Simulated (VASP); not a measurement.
# Zr (P6/mmm) in VASP: a series of runs

Runs on Zr. Level: PBE. Tasks: single point.

Everything below comes from runs of VASP 6.6.1. Logs are shortened: lines on timing, memory, paths and dates and some standing lists are left out, and cuts for length are marked.

## 1. The cell of the first run

The structure is hexagonal, space group P6/mmm (No. 191). Conventional cell: a = 2.998 Å, b = 2.998 Å, c = 3.001 Å, α = 90.00°, β = 90.00°, γ = 120.00°. Zr (site symmetry 6/mmm) has 8 Zr at 3.00 Å within 3.9 Å.

This isn't the form of Zr at room conditions, which is hcp.

## 2. Single point, PBE

Contents of INCAR:

```
SYSTEM = Zr
PREC     = Accurate       ! precision mode
ENCUT    = 520            ! plane-wave cutoff, eV
EDIFF    = 1E-7           ! SCF threshold, eV
ISMEAR   = -1             ! smearing method
SIGMA    = 0.05           ! smearing width, eV
LREAL    = .FALSE.        ! projectors in reciprocal space
LASPH    = .TRUE.         ! aspherical terms in the spheres
NELM     = 100            ! most SCF steps
ALGO     = Normal         ! electronic algorithm
ISIF     = 2              ! what is computed and relaxed
LWAVE    = .FALSE.        ! write WAVECAR
LCHARG   = .TRUE.         ! write CHGCAR
GGA      = PE             ! functional
LELF     = .TRUE.         ! ELF
LVHAR    = .TRUE.       
NBANDS   = 12             ! bands
```

Contents of KPOINTS:

```
Automatic mesh
0
G
  14 14 13
  0 0 0
```

Contents of POSCAR:

```
Zr
1.0
    2.9982244932      0.0000000000      0.0000000000
   -1.4991122466      2.5965385774      0.0000000000
    0.0000000000      0.0000000000      3.0006750627
Zr
1
Direct
    0.0000000000      0.0000000000      0.0000000000
```

Potentials or basis: VASP PAW PBE potentials, release 64 (Zr_sv).

Launch:

```bash
> cat potpaw_PBE.64/Zr_sv/POTCAR > POTCAR
> mpirun -np 1 vasp_std > vasp.out
```

OUTCAR:

```text
SYSTEM = Zr
   PREC = Accurate
   ENCUT = 520
   EDIFF = 1E-7
   ISMEAR = -1
   LREAL = .FALSE.
   LASPH = .TRUE.
   NELM = 100
   ISIF = 2
   GGA = PE

 ion  position               nearest neighbor table
   1  0.000  0.000  0.000-

  LATTYP: Found a hexagonal cell.
 ALAT       =     2.9982244932
 C/A-ratio  =     1.0008173402

  Lattice vectors:

 A1 = (   2.9982244932,   0.0000000000,   0.0000000000)
 A2 = (  -1.4991122466,   2.5965385774,   0.0000000000)
 A3 = (   0.0000000000,   0.0000000000,   3.0006750627)

Analysis of symmetry for initial positions (statically):
=====================================================================
 Subroutine PRICEL returns:
 Original cell was already a primitive cell.

 Routine SETGRP: Setting up the symmetry group for a
 hexagonal supercell.

 Subroutine GETGRP returns: Found 24 space group operations
 (whereof 24 operations were pure point group operations)
 out of a pool of 24 trial point group operations.

The static configuration has the point symmetry D_6h.

Analysis of symmetry for dynamics (positions and initial velocities):
=====================================================================
 Subroutine PRICEL returns:
 Original cell was already a primitive cell.

 Routine SETGRP: Setting up the symmetry group for a
 hexagonal supercell.

 Subroutine GETGRP returns: Found 24 space group operations
 (whereof 24 operations were pure point group operations)
 out of a pool of 24 trial point group operations.

The dynamic configuration has the point symmetry D_6h.

 Subroutine INISYM returns: Found 24 space group operations
 (whereof 24 operations are pure point group operations),
 and found     1 'primitive' translations

----------------------------------------------------------------------------------------

                                     Primitive cell

  volume of cell :      23.3603

  direct lattice vectors                    reciprocal lattice vectors
     2.998224493  0.000000000  0.000000000     0.333530729  0.192564056  0.000000000
    -1.499112247  2.596538577  0.000000000     0.000000000  0.385128112  0.000000000
     0.000000000  0.000000000  3.000675063     0.000000000  0.000000000  0.333258343

  length of vectors
     2.998224493  2.998224493  3.000675063     0.385128112  0.385128112  0.333258343

  position of ions in fractional coordinates (direct lattice)
     0.000000000  0.000000000  0.000000000

  ion indices of the primitive-cell ions
   primitive index   ion index
                 1           1

----------------------------------------------------------------------------------------

 KPOINTS: Automatic mesh

Automatic generation of k-mesh.
 Grid dimensions read from file:
 generate k-points for:   14   14   13

 Generating k-lattice:

  Cartesian coordinates                     Fractional coordinates (reciprocal lattice)
     0.023823623  0.013754575  0.000000000     0.071428571 -0.000000000  0.000000000
     0.000000000  0.027509151  0.000000000     0.000000000  0.071428571  0.000000000
     0.000000000  0.000000000  0.025635257     0.000000000  0.000000000  0.076923077

  Length of vectors
     0.027509151  0.027509151  0.025635257

  Shift w.r.t. Gamma in fractional coordinates (k-lattice)
     0.000000000  0.000000000  0.000000000

 Subroutine IBZKPT returns following result:
 ===========================================

 Found    168 irreducible k-points:

 Following reciprocal coordinates:
            Coordinates               Weight
  0.000000  0.000000  0.000000      1.000000
  0.071429 -0.000000  0.000000      6.000000
  0.142857  0.000000  0.000000      6.000000
  0.214286 -0.000000  0.000000      6.000000
  0.285714  0.000000  0.000000      6.000000
  0.357143 -0.000000  0.000000      6.000000
[... 16 lines left out ...]
  0.285714  0.285714  0.000000      6.000000
  0.357143  0.285714  0.000000      6.000000
 [... further k-points ...]
   k-points           NKPTS =    168   k-points in BZ     NKDIM =    168   number of bands    NBANDS=     12
   number of dos      NEDOS =    301   number of ions     NIONS =      1
   total plane-waves  NPLWV =  13824
   dimension x,y,z NGX =    24 NGY =   24 NGZ =   24
   dimension x,y,z NGXF=    48 NGYF=   48 NGZF=   48
   ions per type =               1
   NGX,Y,Z   is equivalent  to a cutoff of  13.31, 13.31, 13.30 a.u.
   NGXF,Y,Z  is equivalent  to a cutoff of  26.62, 26.62, 26.59 a.u.
 SYSTEM =  Zr
   PREC   = accura    normal or accurate (medium, high low for compatibility)
   ISTART =      0    job   : 0-new  1-cont  2-samecut
   ICHARG =      2    charge: 1-file 2-atom 10-const
   ISPIN  =      1    spin polarized calculation?
   LNONCOLLINEAR =      F non collinear calculations
   LSORBIT =      F    spin-orbit coupling
   LASPH  =      T    aspherical Exc in radial PAW
   ENCUT  =  520.0 eV  38.22 Ry    6.18 a.u.   5.57  5.57  5.58*2*pi/ulx,y,z
   NELM   =    100;   NELMIN=  2; NELMDL= -5     # of ELM steps
   EDIFF  = 0.1E-06   stopping-criterion for ELM
   LREAL  =      F    real-space projection
   EDIFFG = 0.1E-05   stopping-criterion for IOM
   NSW    =      0    number of steps for IOM
   IBRION =     -1    ionic relax: 0-MD 1-quasi-New 2-CG
   NFREE  =      0    steps in history (QN), initial steepest desc. (CG)
   ISIF   =      2    stress and relaxation
   ISYM   =      2    0-nonsym 1-usesym 2-fastsym
   POTIM  = 0.5000    time-step for ionic-motion
   TEBEG  =    0.0;   TEEND  =   0.0 temperature during run
   PSTRESS=    0.0 pullay stress
   NELECT =      12.0000    total number of electrons
   NUPDOWN=      -1.0000    fix difference up-down
   EMIN   =  10.00;   EMAX   =-10.00  energy-range for DOS
   EFERMI =   0.00;   METHOD = LEGACY
   ISMEAR =    -1;   SIGMA  =   0.05  broadening in eV -4-tet -1-fermi 0-gaus
   EFERMI_NEDOS =   21; number of points for ismear=-14 and -15
   IALGO  =     38    algorithm
   IMIX   =      4    mixing-type and parameters
     AMIX     =   0.40;   BMIX     =  1.00
     AMIX_MAG =   1.60;   BMIX_MAG =  1.00
  volume/ion in A,a.u.               =      23.36       157.64
  Fermi-wavevector in a.u.,A,eV,Ry     =   1.311121  2.477659 23.388919  1.719037
  Thomas-Fermi vector in A             =   2.441604
   LORBIT       =      0    0 simple, 1 ext, 2 COOP (PROOUT), +10 PAW based schemes
   GGA     = PE    functional components
   LHFCALC =     F    Hartree Fock is set to
   AEXX    =    0.0000 exact exchange contribution
   IVDW    =     0    specifies the selected vdW correction
   LEPSILON=     F    determine dielectric tensor
   LRPA    =     F    only Hartree local field effects (RPA)
 non-spin polarized calculation
  energy-cutoff  :      520.00
  volume of cell :       23.36
 maximum number of plane-waves:       653
 NGX is ok and might be reduce to    24
   NGX = 11   NGY = 11   NGZ = 11

 number of electron      12.0000000 magnetization

 Free energy of the ion-electron system (eV)
  ---------------------------------------------------
  ext. energy  EPLUGINS =         0.00000000
  ---------------------------------------------------
  free energy    TOTEN  =        -8.15582954 eV

  energy without entropy =       -8.15005369  energy(sigma->0) =       -8.15294162

 E-fermi :   8.5509     XC(G=0): -11.0135

 val. band max:        8.5186994882   @ k =   0.2143   0.1429   0.0769
 cond. band min:       8.5535468171   @ k =   0.2143   0.2143   0.3846
 fundamental gap:      0.0348473289
 Fermi energy:         8.5508986448

 k-point     1 :       0.0000    0.0000    0.0000
  band No.  band energies     occupation
      1     -39.9935      2.00000
      2     -17.5660      2.00000
      3     -17.3133      2.00000
      4     -17.3133      2.00000
      5       3.4202      2.00000
      6       6.8995      2.00000
      7       9.8950      0.00000
      8       9.8950      0.00000
      9      14.3079      0.00000
     10      14.3079      0.00000
     11      19.9526      0.00000
     12      20.3525      0.00000

 k-point     2 :       0.0714   -0.0000    0.0000
  band No.  band energies     occupation
      1     -39.9836      2.00000
      2     -17.5579      2.00000
      3     -17.3847      2.00000
      4     -17.3289      2.00000
      5       3.5911      2.00000
      6       6.9917      2.00000
      7       9.6776      0.00000
      8      10.0629      0.00000
      9      13.9925      0.00000
     10      14.2662      0.00000
     11      20.4072      0.00000
     12      20.8080      0.00000

 k-point     3 :       0.1429    0.0000    0.0000
  band No.  band energies     occupation
      1     -39.9557      2.00000
      2     -17.5812      2.00000
      3     -17.5351      2.00000
      4     -17.3723      2.00000
      5       4.0669      2.00000
      6       7.2426      2.00000
      7       9.1844      0.00001
      8      10.5570      0.00000
      9      13.2696      0.00000
     10      14.1516      0.00000
     11      21.5380      0.00000
     12      21.9239      0.00000
[... 286 lines left out ...]
 k-point    23 :       0.2857    0.2857    0.0000
  band No.  band energies     occupation
      1     -39.7709      2.00000
      2     -18.3892      2.00000
      3     -18.0483      2.00000
      4     -17.3847      2.00000
      5       7.8919      2.00000
      6       7.8956      2.00000
      7       8.7424      0.04251
      8      11.3129      0.00000
      9      12.2182      0.00000
     10      15.8567      0.00000
     11      17.3281      0.00000
     12      17.9268      0.00000

 k-point    24 :       0.3571    0.2857    0.0000
  band No.  band energies     occupation
      1     -39.7645      2.00000
      2     -18.3456      2.00000
      3     -18.1440      2.00000
      4     -17.3795      2.00000
      5       7.9082      1.99999
      6       8.2802      1.99113
      7       8.6462      0.25906
      8      11.4363      0.00000
      9      11.9594      0.00000
     10      16.3929      0.00000
     11      16.8154      0.00000
     12      17.3586      0.00000

 [... further k-points ...]

------------------------ aborting loop because EDIFF is reached ----------------------------------------

  FORCE on cell =-STRESS in cart. coord.  units (eV):
  Direction    XX          YY          ZZ          XY          YZ          ZX
  --------------------------------------------------------------------------------------
  -------------------------------------------------------------------------------------
  Total        0.2682132      0.2682132      0.2651663      0.0000000      0.0000000      0.0000000
  in kB       18.3955505     18.3955505     18.1865804      0.0000000      0.0000000      0.0000000
  external PRESSURE =      18.3258938 kB  Pullay stress =       0.0000000 kB

 VOLUME and BASIS-vectors are now :
 -----------------------------------------------------------------------------
  energy-cutoff  :      520.00
  volume of cell :       23.36
      direct lattice vectors                 reciprocal lattice vectors
     2.998224493  0.000000000  0.000000000     0.333530729  0.192564056  0.000000000
    -1.499112247  2.596538577  0.000000000     0.000000000  0.385128112  0.000000000
     0.000000000  0.000000000  3.000675063     0.000000000  0.000000000  0.333258343

 POSITION                                       TOTAL-FORCE (eV/Angst)
 -----------------------------------------------------------------------------------
      0.00000      0.00000      0.00000        -0.000000      0.000000      0.000000
 -----------------------------------------------------------------------------------
    total drift:                                0.000000      0.000000      0.000000

  FREE ENERGIE OF THE ION-ELECTRON SYSTEM (eV)
  ---------------------------------------------------
  free  energy   TOTEN  =        -8.1558295433 eV

  energy  without entropy=       -8.1500536878  energy(sigma->0) =       -8.15294162
```

Run time: 36 s. Hardware: 1 thread of AMD EPYC 7R13, shared host; peak memory 0.14 GiB.

What came out:

| Quantity | Value |
| --- | --- |
| Free energy | -8.1558 eV |
| Pressure | 1.8 GPa |
| Band gap on the k mesh | zero (bands 6 and 7 overlap by 0.47 eV) |

## 3. Single point, PBE

Contents of INCAR:

```
PREC = Accurate
ENCUT = 520
EDIFF = 1E-6
ISMEAR = -1
SIGMA = 0.05
LREAL = False
LASPH = True
NELM = 60
ALGO = Normal
ISIF = 2
LWAVE = False
LCHARG = True
GGA = PE
LELF = True
LVHAR = True
NBANDS = 12
```

Contents of KPOINTS:

```
regular mesh
0
Gamma
  14 14 13
```

POSCAR is that of step 2.

Potentials or basis: VASP PAW PBE potentials, release 64 (Zr_sv).

Launch:

```bash
> cat potpaw_PBE.64/Zr_sv/POTCAR > POTCAR
> mpirun -np 1 vasp_std > vasp.out
```

Wall time 39 s (1 thread of AMD EPYC 7R13, shared host); peak memory 0.14 GiB.

The run converged. Its results:

* Free energy: -8.1558 eV
* Pressure: 1.8 GPa
* Band gap on the k mesh: zero (bands 6 and 7 overlap by 0.47 eV)

Levels at points of the mesh, in eV from the Fermi level:
```csv
k point,band 4,band 5,band 6,band 7,band 8,band 9
"(0.00, 0.00, 0.00)",-25.86,-5.13,-1.65,1.34,1.34,5.76
"(0.50, 0.00, 0.00)",-25.95,-2.74,-0.52,1.59,2.16,4.99
```

The gap in the log of VASP goes by the Fermi energy; the results here count the filled bands.